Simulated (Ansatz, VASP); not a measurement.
# Two plane-wave programs on InSb

File INCAR:

```
PREC = Accurate
ENCUT = 520
EDIFF = 1E-7
ISMEAR = 0
SIGMA = 0.15
LREAL = F
LASPH = T
NELM = 100
ALGO = Normal
ISIF = 2
LWAVE = F
LCHARG = F
GGA = PS
NBANDS = 16
```

KPOINTS

```
Automatic mesh
0
Gamma
  14 14 14
```

File POSCAR:

```
InSb
1.0
    0.0000000000      2.7630577463      3.3145640725
    2.7630577463      0.0000000000      3.3145640725
    2.7630577463      2.7630577463      0.0000000000
In Sb
1 1
Direct
    0.0000000000      0.0000000000      0.0000000000
    0.5000000000      0.5000000000      0.5000000000
```

Input for Ansatz:

```yaml
crystal:
  lattice:
    - [0.0, 2.7630577463, 3.3145640725]
    - [2.7630577463, 0.0, 3.3145640725]
    - [2.7630577463, 2.7630577463, 0.0]
  atoms:
    - { symbol: In, position: [0.0, 0.0, 0.0] }
    - { symbol: Sb, position: [0.5, 0.5, 0.5] }
basis:
  ecutwfc: 420
kpoints:
  mp_grid: { grid: [14, 14, 14] }
hamiltonian:
  xc: pbesol
  pseudopotentials: { kind: paw, azcp: { folder: soft_1 } }
scf:
  occupations: { method: gaussian, width: 0.15 }
output:
  forces: true
  stress: true
  eigenvalues: true
```

Alike in both runs: task single point; functional PBEsol; k mesh 14 × 14 × 14; occupations gaussian, width 0.15 eV; no spin polarisation.

|  | VASP | Ansatz |
| --- | --- | --- |
| version | VASP 6.6.1 | Ansatz 0.2.0 |
| potentials or method | VASP PAW PBE potentials, release 64 (In_d, Sb), cutoff 520 eV | scalar-relativistic, plane waves, PAW |
| valence electrons in the cell | 18 | 28 |

```csv
,VASP,Ansatz,Ansatz less VASP
gap on the k mesh at the Fermi level (eV),none,none,-
pressure (GPa),10.5,10.4,-0.07
"traceless stress, the component that is largest in VASP (GPa)",-13.87,-13.82,+0.054
```

VASP's potentials were made for PBE, not for PBEsol, and Ansatz warns of the same on its side. A gap of «none» marks a metal or a gap that the smearing closes. With one functional, cell and mesh, what is left measures potentials, basis and numerics. VASP's potentials hold 18 valence electrons a cell and Ansatz's 28, so a difference there can come from the potentials and not from the codes.

Neither program's run includes spin-orbit coupling.
